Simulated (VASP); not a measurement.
# InSb (Pmmn) in VASP: a series of runs, part 2 of 2

VASP 6.6.1.

### Step 3. Single point, PBE+D3(BJ) (volume scaled by 1.02)

INCAR

```
SYSTEM = InSb
PREC = Accurate
ENCUT = 520
EDIFF = 1E-6
ISMEAR = 0
SIGMA = 0.05
LREAL = .FALSE.
LASPH = .TRUE.
NELM = 80
ALGO = Normal
ISIF = 2
LWAVE = .FALSE.
LCHARG = .TRUE.
GGA = PE
IVDW = 12
LELF = .TRUE.
LVHAR = .TRUE.
NBANDS = 26
```

KPOINTS

```
Automatic mesh
0
G
  4 4 8
  0 0 0
```

POSCAR

```
InSb
1.0
    5.6508500851      0.0000000000      0.0000000000
    0.0000000000      5.6527262314      0.0000000000
    0.0000000000      0.0000000000      3.4268233742
In Sb
2 2
Direct
    0.0000000000      0.0000000000      0.0007039329
    0.5000000000      0.5000000000     -0.0007039329
    0.5000000000      0.0000000000      0.6600467134
    0.0000000000      0.5000000000      0.3399532866
```

Potentials or basis: VASP PAW PBE potentials, release 64 (In_d, Sb).

Command:

```console
$ cat potpaw_PBE.64/In_d/POTCAR potpaw_PBE.64/Sb/POTCAR > POTCAR
$ mpirun -np 1 vasp_std > vasp.out
```

It took 62 s on 1 thread of Intel Xeon 6975P-C (Granite Rapids), shared host; peak memory 0.29 GiB.

Results (log left out):

| Quantity | Value |
| --- | --- |
| Free energy | -15.0256 eV |
| Pressure | -1.3 GPa |
| Largest force | 0.024 eV/Å |
| Band gap on the k mesh | zero (band 18 reaches 9.50 eV, above the bottom of band 19 at 6.13 eV) |
| Dispersion energy per atom | -0.415 eV |

Forces in eV/Å, atoms in the order of the input:
```
In   0.000  0.000 -0.001
In   0.000  0.000  0.001
Sb   0.000  0.000  0.024
Sb   0.000  0.000 -0.024
```

Levels at points of the mesh, in eV from the Fermi level:
```csv
k point,band 16,band 17,band 18,band 19,band 20,band 21
"(0.00, 0.00, 0.00)",-2.57,-1.62,-1.62,2.37,2.40,3.52
"(0.50, 0.00, 0.00)",-3.49,0.72,0.72,2.38,2.38,4.33
"(0.00, 0.50, 0.00)",-3.49,0.72,0.72,2.38,2.38,4.33
"(0.50, 0.50, 0.00)",0.05,1.94,1.94,2.57,2.57,2.58
"(0.00, 0.00, 0.50)",-1.67,-1.67,-1.43,-1.43,-0.68,1.25
"(0.50, 0.00, 0.50)",-1.87,-1.55,-1.55,-1.26,-1.26,1.74
"(0.00, 0.50, 0.50)",-1.87,-1.54,-1.54,-1.25,-1.25,1.73
"(0.50, 0.50, 0.50)",-4.18,-3.61,-3.61,2.47,2.47,4.14
```

Caveat: three body term missing; spin-orbit coupling is left out, which moves the levels of the heavy elements; pairwise dispersion overbinds metals, which lowers pressure and volume.

### Step 4. Single point, PBE+D3(BJ) (volume scaled by 1.04)

INCAR

```
  ALGO = Normal
  EDIFF = 1E-6
  ENCUT = 520
  GGA = PE
  ISIF = 2
  ISMEAR = 0
  IVDW = 12
  LASPH = T
  LCHARG = T
  LELF = T
  LREAL = F
  LVHAR = T
  LWAVE = F
  NBANDS = 26
  NELM = 60
  PREC = Accurate
  SIGMA = 0.05
```

KPOINTS

```
k-points
0
Gamma
  4 4 8
```

POSCAR

```
InSb
1.0
    5.6808950743      0.0000000000      0.0000000000
    0.0000000000      5.6820992361      0.0000000000
    0.0000000000      0.0000000000      3.4385255935
In Sb
2 2
Direct
    0.0000000000      0.0000000000      0.0004144872
    0.5000000000      0.5000000000     -0.0004144872
    0.5000000000      0.0000000000      0.6675859293
    0.0000000000      0.5000000000      0.3324140707
```

Potentials or basis: VASP PAW PBE potentials, release 64 (In_d, Sb).

Command:

```console
$ cat potpaw_PBE.64/In_d/POTCAR potpaw_PBE.64/Sb/POTCAR > POTCAR
$ mpirun -np 1 vasp_std > vasp.out
```

OUTCAR:

```text
EDIFF = 1E-6
   ENCUT = 520
   GGA = PE
   ISIF = 2
   ISMEAR = 0
   IVDW = 12
   LASPH = T
   LREAL = F
   NELM = 60
   PREC = Accurate
 IVDW          = 12

 ion  position               nearest neighbor table
   1  0.000  0.000  0.000-   4 3.06   4 3.06   3 3.06   3 3.06   3 3.65   3 3.65   4 3.65   4 3.65
                             2 4.02   2 4.02   2 4.02   2 4.02
   2  0.500  0.500  1.000-   3 3.06   3 3.06   4 3.06   4 3.06   4 3.65   4 3.65   3 3.65   3 3.65
[... 903 lines left out ...]
 Edisp (eV)   -1.63937

 E8    (eV) :    -0.7873

  FORCE on cell =-STRESS in cart. coord.  units (eV):
  Direction    XX          YY          ZZ          XY          YZ          ZX
  --------------------------------------------------------------------------------------
  -------------------------------------------------------------------------------------
  Total      -1.26488    -1.26461    -1.28302     0.00000     0.00000     0.00000
  in kB     -18.25841   -18.25452   -18.52026     0.00000     0.00000     0.00000
  external pressure =      -18.34 kB  Pullay stress =        0.00 kB

 VOLUME and BASIS-vectors are now :
 -----------------------------------------------------------------------------
  energy-cutoff  :      520.00
  volume of cell :      110.99
      direct lattice vectors                 reciprocal lattice vectors
     5.680895074  0.000000000  0.000000000     0.176028599  0.000000000  0.000000000
     0.000000000  5.682099236  0.000000000     0.000000000  0.175991294  0.000000000
     0.000000000  0.000000000  3.438525594     0.000000000  0.000000000  0.290822323

 POSITION                                       TOTAL-FORCE (eV/Angst)
 -----------------------------------------------------------------------------------
      0.00000      0.00000      0.00143         0.000000      0.000000     -0.000458
      2.84045      2.84105      3.43710         0.000000      0.000000      0.000458
      2.84045      0.00000      2.29551         0.000000      0.000000     -0.002763
      0.00000      2.84105      1.14301         0.000000      0.000000      0.002763
 -----------------------------------------------------------------------------------
    total drift:                                0.000000     -0.000000     -0.000000

  FREE ENERGIE OF THE ION-ELECTRON SYSTEM (eV)
  ---------------------------------------------------
  free  energy   TOTEN  =       -15.0116834518 eV

  energy  without entropy=      -15.0087102520  energy(sigma->0) =      -15.01019685
```

Run time: 57 s. Hardware: 1 thread of Intel Xeon 6975P-C (Granite Rapids), shared host; peak memory 0.29 GiB.

What came out:

| Item | Value |
| --- | --- |
| Free energy | -15.0117 eV |
| Pressure | -1.8 GPa |
| Band gap on the k mesh | zero (band 18 reaches 9.30 eV, above the bottom of band 19 at 6.01 eV) |
| Dispersion energy per atom | -0.410 eV |

Forces in eV/Å, atoms in the order of the input:
```
In   0.000  0.000  0.000
In   0.000  0.000  0.000
Sb   0.000  0.000 -0.003
Sb   0.000  0.000  0.003
```

Caveat: spin-orbit coupling is left out, which moves the levels of the heavy elements; pairwise dispersion overbinds metals, which lowers pressure and volume.

### Step 5. The runs side by side

```csv
cell,gap on the mesh (eV),pressure (GPa)
"a = 5.653, b = 5.655, c = 3.424 Å, 4 atoms",none,-1.2
"a = 5.651, b = 5.653, c = 3.427 Å, 4 atoms",none,-1.3
"a = 5.681, b = 5.682, c = 3.439 Å, 4 atoms",none,-1.8
```

Alike in all rows: task single point; level PBE+D3(BJ); potentials or basis VASP PAW PBE potentials, release 64 (In_d, Sb); no spin polarisation; k mesh 4 × 4 × 8; cutoff (eV) 520; smearing gaussian 0.05 eV.

Caveats: spin-orbit coupling is left out, which moves the levels of the heavy elements; pairwise dispersion overbinds metals, which lowers pressure and volume; three body term missing (some runs).

Absolute energies hang on the potentials; compare differences alone.
